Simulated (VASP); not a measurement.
# Ti3HN3: single point with PBE

Ti3HN3, a slab with vacuum:

```
CELL_PARAMETERS angstrom
3.00286 0.00000 0.00000
0.00000 3.00286 0.00000
0.00000 0.00000 19.75849
ATOMIC_POSITIONS crystal
Ti 0.50000 0.50000 0.20244
Ti 0.00000 0.00000 0.30725
Ti 0.50000 0.50000 0.40768
N 0.00000 0.00000 0.20244
N 0.50000 0.50000 0.30557
N 0.00000 0.00000 0.41797
H 0.25000 0.25000 0.48378
```

```yaml
Program: VASP 6.6.1
Task: single point
Functional: PBE
Potentials_or_basis: VASP PAW PBE potentials, release 64 (Ti_sv, N, H)
Cutoff: 520 eV
k_mesh: 9 × 9 × 1
Occupations: gaussian, width 0.1 eV
Spin: no spin polarisation
Dipole_correction: yes
Further_INCAR_settings: ALGO = Normal; EDIFF = 1e-06; NBANDS = 35
```

The largest force is 1.700 eV/Å and the band gap on the k mesh is zero (band 26 reaches 1.90 eV, above the bottom of band 27 at 0.35 eV).

Forces on the atoms (eV/Å):
```
Ti   0.087  0.087  1.225
Ti   0.168  0.168 -0.164
Ti   0.030  0.030  1.700
N   -0.140 -0.140 -1.401
N   -0.014 -0.014 -0.420
N   -0.293 -0.293 -0.942
H    0.161  0.161  0.002
```

Levels at points of the mesh, in eV from the Fermi level:
```tsv
k point	band 23	band 24	band 25	band 26	band 27	band 28	band 29	band 30
(0.00, 0.00, 0.00)	-2.46	-2.18	-1.97	-1.66	-0.63	-0.59	0.13	0.18
```

Run time: 3.9 min on 1 thread of Intel(R) Xeon(R) 6975P-C (Granite Rapids), on a shared host, peak memory 0.35 GiB.
